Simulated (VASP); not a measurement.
Input of a VASP 6.6.1 run:

INCAR

```
PREC = Accurate
ENCUT = 500
EDIFF = 1E-6
ISMEAR = 0
SIGMA = 0.1
LREAL = F
LASPH = T
NELM = 120
ALGO = Normal
ISIF = 2
LWAVE = F
LCHARG = F
GGA = PE
NBANDS = 13
GGA_COMPAT = F
```

File KPOINTS:

```
regular mesh
0
Gamma
  6 6 6
```

Contents of POSCAR:

```
Sn
1.0
   -1.9206997094      1.8255925592      1.8717101554
    1.9105090687     -1.8792337824      1.9151607379
    1.9413681672      1.8999022402     -1.9253513786
Sn
1
Direct
    0.0000000000      0.0000000000      0.0000000000
```

Potentials or basis: VASP PAW PBE potentials, release 64 (Sn_d).

Command:

```sh
$ cat potpaw_PBE.64/Sn_d/POTCAR > POTCAR
$ mpirun -np 1 vasp_std > vasp.out
```

(1) What does it give for the pressure?

(2) Estimate the band gap on the k mesh.

## Answers

(1) 0.8 GPa.

(2) zero (band 7 reaches 15.81 eV, above the bottom of band 8 at 5.60 eV).

Caveat: the k points lie up to 0.40 Å⁻¹ apart; spin-orbit coupling is left out, which moves the levels of the heavy elements.
